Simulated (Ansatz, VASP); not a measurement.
**IrS in VASP and in Ansatz**

```
Ir S
1.0
     0.00000    2.40615    2.40615
     2.40615    0.00000    2.40615
     2.40615    2.40615    0.00000
Ir S
1 1
Direct
  0.50000 0.50000 0.50000
  0.00000 0.00000 0.00000
```

Alike in both runs: task single point; functional PBEsol; k mesh 10 × 10 × 10; occupations gaussian, width 0.05 eV; no spin polarisation.

|  | VASP | Ansatz |
| --- | --- | --- |
| version | VASP 6.6.1 | Ansatz 0.2.0 |
| potentials or method | VASP PAW PBE potentials, release 64 (Ir, S), cutoff 520 eV | scalar-relativistic, plane waves, PAW |
| valence electrons in the cell | 15 | 23 |

Ansatz gave:

| Item | Value |
| --- | --- |
| gap on the k mesh at the Fermi level (eV) | none |
| pressure (GPa) | 9.7 |

Question: Estimate VASP's values.

Answer: gap on the k mesh at the Fermi level (eV): none; pressure (GPa): 11.0.

VASP's potentials were made for PBE, not for PBEsol. A gap of «none» marks a metal or a gap that the smearing closes. The functional is the same, so the differences come from potentials, cutoffs and numerics. VASP's potentials hold 15 valence electrons a cell and Ansatz's 23, so a difference there can come from the potentials and not from the codes.

Neither program's run includes spin-orbit coupling.
